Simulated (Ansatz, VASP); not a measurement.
CdTe in VASP and in Ansatz

File POSCAR:

```
CdTe
1.0
    0.0000000000      3.3455542169      3.3455542169
    3.3455542169      0.0000000000      3.3455542169
    3.3455542169      3.3455542169      0.0000000000
Cd Te
1 1
Direct
    0.0000000000      0.0000000000      0.0000000000
    0.2500000000      0.2500000000      0.2500000000
```

File INCAR.step1:

```
SYSTEM = CdTe
  ALGO = Normal
  EDIFF = 1E-5
  ENCUT = 520
  GGA = PE
  ISIF = 2
  ISMEAR = 0
  LASPH = .True.
  LCHARG = .False.
  LREAL = .False.
  LWAVE = .True.
  NBANDS = 16
  NELM = 60
  PREC = Accurate
  SIGMA = 0.01
```

INCAR.step2

```
SYSTEM = CdTe
  ALGO = Normal
  EDIFF = 1E-6
  ENCUT = 520
  GGA = PE
  HFSCREEN = 0.2079
  ISIF = 2
  ISMEAR = 0
  ISTART = 1
  LASPH = .True.
  LCHARG = .False.
  LHFCALC = .True.
  LREAL = .False.
  LWAVE = .False.
  NBANDS = 16
  NELM = 60
  PREC = Accurate
  PRECFOCK = Normal
  SIGMA = 0.01
```

The input KPOINTS:

```
k-points
0
Gamma
  4 4 4
  0 0 0
```

Input for Ansatz:

```yaml
crystal:
  lattice:
    - [0.0, 3.3455542169, 3.3455542169]
    - [3.3455542169, 0.0, 3.3455542169]
    - [3.3455542169, 3.3455542169, 0.0]
  atoms:
    - { symbol: Cd, position: [0.0, 0.0, 0.0] }
    - { symbol: Te, position: [0.25, 0.25, 0.25] }
kpoints:
  mp_grid: { grid: [4, 4, 4] }
  band_path:
    path:
      - [0.0, 0.0, 0.0]
      - [-0.5, -0.5, 0.0]
      - [-0.375, -0.375, 0.25]
      - [-0.375, 0.0, 0.375]
      - [0.0, 0.0, 0.5]
      - [-0.5, -0.25, 0.25]
    npoints: 1
hamiltonian:
  xc: hse06
scf:
  occupations: { method: fixed }
  n_extra_bands: 4
output:
  forces: true
  stress: true
  eigenvalues: true
  write_density: true
  write_potential: true
  elf: true
  volumetric_format: npy
```

Change from the starting cell: hydrostatic strain +2.0%.

Alike in both runs: task single point; functional HSE06; k mesh 4 × 4 × 4; no spin polarisation.

|  | VASP | Ansatz |
| --- | --- | --- |
| version | VASP 6.6.1 | Ansatz 0.2.0 |
| potentials or method | VASP PAW PBE potentials, release 64 (Cd, Te) | plane waves, PAW |
| plane-wave cutoff (eV) | 520 | 420 |
| occupations | gaussian, width 0.01 eV | fixed |
| valence electrons in the cell | 18 | 36 |

|  | VASP | Ansatz | Ansatz less VASP |
| --- | --- | --- | --- |
| gap on the k mesh at the Fermi level (eV) | 1.25 | 1.32 | +0.075 |
| pressure (GPa) | -1.9 | -1.9 | +0.04 |

VASP's potentials hold 18 valence electrons a cell and Ansatz's 36, so a difference there can come from the potentials and not from the codes. Ansatz's warnings: stress exchange threshold loose, stress scf threshold loose.

Neither program's run includes spin-orbit coupling.
